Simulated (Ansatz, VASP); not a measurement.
**Two plane-wave programs on HfO2**

```
Hf O
1.0
     3.57682    0.00000    0.00000
     0.00000    3.57682    0.00000
     0.00000    0.00000    5.59287
Hf O
2 4
Direct
  0.50000 0.50000 0.50000
  0.00000 0.00000 0.00000
  0.00000 0.50000 0.69616
  0.50000 0.00000 0.80384
  0.50000 0.00000 0.30384
  0.00000 0.50000 0.19616
```

Change from the starting cell: strain +0.0750 x Voigt [0, 0, 1, 0, 0, 0], atoms carried along.

Alike in both runs: task single point; functional r2SCAN; k mesh 6 × 6 × 6; occupations gaussian, width 0.05 eV; no spin polarisation.

```csv
,VASP,Ansatz
version,VASP 6.6.1,Ansatz 0.2.0
potentials or method,"VASP PAW PBE potentials, release 64 (Hf_pv, O), cutoff 520 eV","scalar-relativistic, plane waves, PAW"
valence electrons in the cell,44,76
```

Ansatz gave:

```
gap on the k mesh at the Fermi level (eV)                     : 4.80
least direct gap on the mesh (eV)                             : 4.83
pressure (GPa)                                                : -14.7
traceless stress, the component that is largest in VASP (GPa) : -13.99
rms of the force components (eV/Å)                            : 0.366
```

Problem. What did VASP give for the same quantities?

Solution. gap on the k mesh at the Fermi level (eV): 4.76; least direct gap on the mesh (eV): 4.79; pressure (GPa): -17.7; traceless stress, the component that is largest in VASP (GPa): -14.06; rms of the force components (eV/Å): 0.403.

VASP's potentials were made for PBE, not for r2SCAN. Atom by atom the forces differ by 0.037 eV/Å (rms over components). VASP's potentials hold 44 valence electrons a cell and Ansatz's 76, so a difference there can come from the potentials and not from the codes.

Neither program's run includes spin-orbit coupling.
